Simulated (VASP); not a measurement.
Input of a VASP 6.6.1 run:

File INCAR:

```
PREC = Accurate ; ENCUT = 520
EDIFF = 1E-6 ; ISMEAR = 0
SIGMA = 0.05 ; LREAL = False
LASPH = True ; NELM = 100
ALGO = Normal ; ISIF = 2
LWAVE = False ; LCHARG = True
GGA = PE ; LELF = True
LVHAR = True ; NBANDS = 18
```

Contents of KPOINTS:

```
regular mesh
0
Gamma
  12 12 8
```

POSCAR

```
PtS2
1.0
    3.5431994758      0.0000000000      0.0000000000
   -1.7715997379      3.0685007567      0.0000000000
    0.0000000000      0.0000000000      5.0388000000
Pt S
1 2
Direct
    0.0000000000      0.0000000000      0.0000000000
    0.3333333333      0.6666666667      0.2500000000
    0.6666666667      0.3333333333      0.7500000000
```

Potentials or basis: VASP PAW PBE potentials, release 64 (Pt, S).

Run with:

```sh
$ cat potpaw_PBE.64/Pt/POTCAR potpaw_PBE.64/S/POTCAR > POTCAR
$ mpirun -np 1 vasp_std > vasp.out
```

Q: Estimate the pressure.

A: 1.9 GPa.

Q: Estimate the band gap on the k mesh.

A: 0.56 eV, indirect (least direct gap 0.80 eV).

Q: Estimate the largest force.

A: 0.367 eV/Å.

Forces on the atoms (eV/Å):
```
Pt   0.000  0.000  0.000
S    0.000  0.000 -0.367
S    0.000  0.000  0.367
```

Caveat: spin-orbit coupling is left out, which moves the levels of the heavy elements. Expect the measured gap to be larger: semilocal functionals such as PBE lack the derivative discontinuity.
